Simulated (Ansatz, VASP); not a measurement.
# Two plane-wave programs on Si5GeN8

INCAR

```
SYSTEM = Si5GeN8
ALGO = Normal ; EDIFF = 1E-6
ENCUT = 520 ; GGA = PE
ISIF = 2 ; ISMEAR = -1
LASPH = .True. ; LCHARG = .False.
LREAL = .False. ; LWAVE = .False.
NBANDS = 50 ; NELM = 60
PREC = Accurate ; SIGMA = 0.02
```

Contents of KPOINTS:

```
k-points
0
Gamma
  4 8 4
  0 0 0
```

File POSCAR:

```
Si5GeN8
1.0
    7.6840586099      0.0000000000      0.0192181976
    0.0000000000      2.9336596970      0.0000000000
   -3.8253805351      0.0000000000      6.6371630379
Si Ge N
5 1 8
Direct
    0.5960149313      0.5000000000      0.8246653190
    0.8252418651      0.0000000000      0.2308554822
    0.7626880946      0.0000000000      0.5906712229
    0.2302028562      0.5000000000      0.4033002234
    0.4102940380      0.0000000000      0.1804082235
    0.1740772624      0.5000000000      0.7698423458
    0.3393680869      0.5000000000      0.6627707391
    0.6680317066      0.0000000000      0.3336950915
    0.6962538538      0.5000000000      0.6655428365
    0.6718766616      0.0000000000      0.9688236079
    0.0185942613      0.0000000000      0.6987911188
    0.9693734452      0.5000000000      0.2997166049
    0.2973023475      0.0000000000      0.3283879868
    0.3406805896      0.5000000000      0.0425291977
```

Input for Ansatz:

```yaml
crystal:
  lattice:
    - [7.6840586099, 0.0, 0.0192181976]
    - [0.0, 2.933659697, 0.0]
    - [-3.8253805351, 0.0, 6.6371630379]
  atoms:
    - { symbol: Si, position: [0.5960149313, 0.5, 0.824665319] }
    - { symbol: Si, position: [0.8252418651, 0.0, 0.2308554822] }
    - { symbol: Si, position: [0.7626880946, 0.0, 0.5906712229] }
    - { symbol: Si, position: [0.2302028562, 0.5, 0.4033002234] }
    - { symbol: Ge, position: [0.1740772624, 0.5, 0.7698423458] }
    - { symbol: Si, position: [0.410294038, 0.0, 0.1804082235] }
    - { symbol: "N", position: [0.3393680869, 0.5, 0.6627707391] }
    - { symbol: "N", position: [0.6680317066, 0.0, 0.3336950915] }
    - { symbol: "N", position: [0.6962538538, 0.5, 0.6655428365] }
    - { symbol: "N", position: [0.6718766616, 0.0, 0.9688236079] }
    - { symbol: "N", position: [0.0185942613, 0.0, 0.6987911188] }
    - { symbol: "N", position: [0.9693734452, 0.5, 0.2997166049] }
    - { symbol: "N", position: [0.2973023475, 0.0, 0.3283879868] }
    - { symbol: "N", position: [0.3406805896, 0.5, 0.0425291977] }
kpoints:
  mp_grid: { grid: [4, 8, 4] }
  band_path:
    path:
      - [0.0, 0.0, 0.0]
      - [2.169469026042e-18, -0.5, 3.037505472021e-34]
      - [0.5, -0.5, -2.405495625318e-17]
      - [0.5, 9.886981355216e-35, -2.405495625318e-17]
      - [0.0, 0.0, 0.0]
      - [0.5, 5.909008258145e-19, -0.5]
      - [0.5, -0.5, -0.5]
      - [2.169469026042e-18, -0.5, 3.037505472021e-34]
      - [7.274706298136e-18, -0.5, -0.5]
      - [7.274706298136e-18, 5.909008258145e-19, -0.5]
      - [0.0, 0.0, 0.0]
    npoints: 10
hamiltonian:
  xc: pbe
scf:
  occupations: { method: fermi_dirac, width: 0.02 }
  n_extra_bands: 7
output:
  forces: true
  stress: true
  eigenvalues: true
  write_density: true
  write_potential: true
  elf: true
  volumetric_format: npy
```

Alike in both runs: task single point; functional PBE; k mesh 4 × 8 × 4; occupations fermi-dirac, width 0.02 eV; no spin polarisation.

|  | VASP | Ansatz |
| --- | --- | --- |
| version | VASP 6.6.1 | Ansatz 0.2.0 |
| potentials or method | VASP PAW PBE potentials, release 64 (Si, Ge_d, N) | plane waves, PAW |
| plane-wave cutoff (eV) | 520 | 420 |
| valence electrons in the cell | 74 | 74 |

```tsv
	VASP	Ansatz	Ansatz less VASP
gap on the k mesh at the Fermi level (eV)	4.15	4.14	-0.007
pressure (GPa)	5.4	5.8	+0.37
rms of the force components (eV/Å)	0.032	0.040	+0.0078
```
